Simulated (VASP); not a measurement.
# Ag (P6_3/mmc) in VASP: further runs, part 2 of 2

VASP 6.6.1. The steps go on from the part before.

**4. Electric field gradients, LDA (equal xx and yy strain of -2 %)**

INCAR

```
SYSTEM = Ag
ALGO     = Normal         ! electronic algorithm
EDIFF    = 1E-8           ! SCF threshold, eV
ENCUT    = 520            ! plane-wave cutoff, eV
ISIF     = 2              ! what is computed and relaxed
ISMEAR   = -1             ! smearing method
LASPH    = .True.         ! aspherical terms in the spheres
LCHARG   = .False.        ! write CHGCAR
LEFG     = .True.       
LREAL    = .False.        ! projectors in reciprocal space
LWAVE    = .False.        ! write WAVECAR
NBANDS   = 18             ! bands
NELM     = 100            ! most SCF steps
PREC     = Accurate       ! precision mode
SIGMA    = 0.05           ! smearing width, eV
```

KPOINTS

```
k-points
0
Gamma
  14 14 8
  0 0 0
```

POSCAR

```
Ag
1.0
    2.8713981188      0.0000000000      0.0000000000
   -1.4356990594      2.4867037153      0.0000000000
    0.0000000000      0.0000000000      4.7900000000
Ag
2
Direct
    0.3333333333      0.6666666667      0.2500000000
    0.6666666667      0.3333333333      0.7500000000
```

Potentials or basis: VASP PAW LDA potentials, release 64 (Ag).

The run is started by

```sh
> cat potpaw_LDA.64/Ag/POTCAR > POTCAR
> mpirun -np 1 vasp_std > vasp.out
```

OUTCAR:

```text
SYSTEM = Ag
   EDIFF = 1E-8
   ENCUT = 520
   ISIF = 2
   ISMEAR = -1
   LASPH = .True.
   LREAL = .False.
   NELM = 100
   PREC = Accurate

 ion  position               nearest neighbor table
   1  0.333  0.667  0.250-   2 2.91   2 2.91   2 2.91   2 2.91   2 2.91   2 2.91
   2  0.667  0.333  0.750-   1 2.91   1 2.91   1 2.91   1 2.91   1 2.91   1 2.91

  LATTYP: Found a hexagonal cell.
 ALAT       =     2.8713981188
 C/A-ratio  =     1.6681768957

  Lattice vectors:

 A1 = (   2.8713981188,   0.0000000000,   0.0000000000)
 A2 = (  -1.4356990594,   2.4867037153,   0.0000000000)
 A3 = (   0.0000000000,   0.0000000000,   4.7900000000)

Analysis of symmetry for initial positions (statically):
=====================================================================
 Subroutine PRICEL returns:
 Original cell was already a primitive cell.

 Routine SETGRP: Setting up the symmetry group for a
 hexagonal supercell.

 Subroutine GETGRP returns: Found 24 space group operations
 (whereof 12 operations were pure point group operations)
 out of a pool of 24 trial point group operations.

The static configuration has the point symmetry D_3d.
 The point group associated with its full space group is D_6h.

Analysis of symmetry for dynamics (positions and initial velocities):
=====================================================================
 Subroutine PRICEL returns:
 Original cell was already a primitive cell.

 Routine SETGRP: Setting up the symmetry group for a
 hexagonal supercell.

 Subroutine GETGRP returns: Found 24 space group operations
 (whereof 12 operations were pure point group operations)
 out of a pool of 24 trial point group operations.

The dynamic configuration has the point symmetry D_3d.
 The point group associated with its full space group is D_6h.

[... 151 lines left out ...]
 Fermi energy:         8.0601631881

 k-point     1 :       0.0000    0.0000    0.0000
  band No.  band energies     occupation
      1       0.2987      2.00000
      2       1.7053      2.00000
      3       3.2490      2.00000
      4       3.4340      2.00000
      5       3.4340      2.00000
      6       3.6557      2.00000
[... 481 lines left out ...]
      5       3.3175      2.00000
      6       3.4269      2.00000
[... 10 lines left out ...]
     17      18.5951      0.00000
     18      19.5366      0.00000

 [... further k-points ...]
[... 5 lines left out ...]
  --------------------------------------------------------------------------------------
  -------------------------------------------------------------------------------------
  Total       -1.3582621     -1.3582621     -1.7950179      0.0000000      0.0000000      0.0000000
  in kB      -63.6269640    -63.6269640    -84.0865217      0.0000000      0.0000000      0.0000000
  external PRESSURE =     -70.4468165 kB  Pullay stress =       0.0000000 kB

 VOLUME and BASIS-vectors are now :
 -----------------------------------------------------------------------------
  energy-cutoff  :      520.00
  volume of cell :       34.20
      direct lattice vectors                 reciprocal lattice vectors
     2.871398119  0.000000000  0.000000000     0.348262400  0.201069390  0.000000000
    -1.435699059  2.486703715  0.000000000     0.000000000  0.402138781  0.000000000
     0.000000000  0.000000000  4.790000000     0.000000000  0.000000000  0.208768267

 POSITION                                       TOTAL-FORCE (eV/Angst)
 -----------------------------------------------------------------------------------
     -0.00000      1.65780      1.19750        -0.000000      0.000000      0.000000
      1.43570      0.82890      3.59250         0.000000     -0.000000      0.000000
 -----------------------------------------------------------------------------------
    total drift:                                0.000000     -0.000000      0.000000

  FREE ENERGIE OF THE ION-ELECTRON SYSTEM (eV)
  ---------------------------------------------------
  free  energy   TOTEN  =        -7.4975529591 eV

  energy  without entropy=       -7.4919591684  energy(sigma->0) =       -7.49475606

 Electric field gradients (V/A^2)
---------------------------------------------------------------------
 ion       V_xx      V_yy      V_zz      V_xy      V_xz      V_yz
---------------------------------------------------------------------
   1      -3.341    -3.342     6.683    -0.000     0.000    -0.000
   2      -3.341    -3.342     6.683    -0.000    -0.000     0.000
---------------------------------------------------------------------

 Electric field gradients after diagonalization (V/A^2)
 (convention: |V_zz| > |V_xx| > |V_yy|)
----------------------------------------------------------------------
 ion       V_xx      V_yy      V_zz     asymmetry (V_yy - V_xx)/ V_zz
----------------------------------------------------------------------
   1      -3.342    -3.341     6.683       0.000
   2      -3.342    -3.341     6.683       0.000
----------------------------------------------------------------------

           NMR quadrupolar parameters

 Cq : quadrupolar parameter    Cq=e*Q*V_zz/h
 eta: asymmetry parameters     (V_yy - V_xx)/ V_zz
 Q  : nuclear electric quadrupole moment in mb (millibarn)
----------------------------------------------------------------------
 ion       Cq(MHz)       eta       Q (mb)
----------------------------------------------------------------------
   1       0.016       0.000       1.000
   2       0.016       0.000       1.000
----------------------------------------------------------------------
```

OSZICAR:

```text
N       E                     dE             d eps       ncg     rms          rms(c)
DAV:   1     0.122965043728E+03    0.12297E+03   -0.11785E+04  4328   0.122E+03
DAV:   2    -0.604919425840E+01   -0.12901E+03   -0.12268E+03  4466   0.268E+02
DAV:   3    -0.810868012264E+01   -0.20595E+01   -0.20521E+01  5008   0.381E+01
DAV:   4    -0.811509634169E+01   -0.64162E-02   -0.64156E-02  4790   0.207E+00
DAV:   5    -0.811514834436E+01   -0.52003E-04   -0.52002E-04  4806   0.199E-01    0.770E+00
DAV:   6    -0.752577893973E+01    0.58937E+00   -0.14748E+00  4454   0.130E+01    0.489E+00
DAV:   7    -0.750611506325E+01    0.19664E-01   -0.13273E-02  4678   0.106E+00    0.271E+00
DAV:   8    -0.749753305760E+01    0.85820E-02   -0.99779E-04  4456   0.302E-01    0.866E-02
DAV:   9    -0.749755326709E+01   -0.20209E-04   -0.19418E-05  5044   0.317E-02    0.184E-02
DAV:  10    -0.749755289318E+01    0.37391E-06   -0.24162E-06  4658   0.149E-02    0.310E-03
DAV:  11    -0.749755295736E+01   -0.64174E-07   -0.69237E-08  5154   0.200E-03    0.966E-04
DAV:  12    -0.749755295910E+01   -0.17435E-08   -0.12934E-09  2430   0.335E-04
   1 F= -.74975530E+01 E0= -.74947561E+01  d E =-.559379E-02
```

stdout:

```text
POSCAR found type information on POSCAR Ag
 POSCAR found :  1 types and       2 ions
 scaLAPACK will be used
 LDA part: xc-table for (Slater(with rela. corr.)+CA(PZ))
 , standard interpolation
 POSCAR, INCAR and KPOINTS ok, starting setup
 FFT: planning ... GRIDC
 FFT: planning ... GRID_SOFT
 FFT: planning ... GRID
 WAVECAR not read
 entering main loop
ion   1

ion   2
```

It took 28 s on 1 thread of Intel Xeon Platinum 8488C (Sapphire Rapids), shared host; peak memory 0.18 GiB.

Results:

- Free energy: -7.4976 eV
- Pressure: -7.0 GPa
- Band gap on the k mesh: zero (band 11 reaches 11.84 eV, above the bottom of band 12 at 4.74 eV)

Levels at points of the mesh, in eV from the Fermi level:
```csv
k point,band 8,band 9,band 10,band 11,band 12,band 13,band 14,band 15
"(0.00, 0.00, 0.00)",-3.95,-3.95,-3.01,-3.01,-0.53,3.30,15.88,17.18
"(0.50, 0.00, 0.00)",-2.85,-2.81,-2.69,0.20,1.66,6.72,7.04,9.20
"(0.00, 0.00, 0.50)",-4.53,-3.32,-3.32,-3.32,-3.32,10.69,10.69,16.21
"(0.50, 0.00, 0.50)",-3.06,-2.74,-2.74,0.79,0.79,4.64,4.64,13.70
```

Electric field gradients, principal values (V/Å²):
```csv
atom,least,middle,greatest (by size)
1 Ag,-3.341,-3.342,6.683
2 Ag,-3.341,-3.342,6.683
```

Caveat: the cell differs from its parent crystal (equal xx and yy strain of -2 %); without QUAD_EFG the Cq values of the log hold for a quadrupole moment of 1 mb, not for the nuclei.
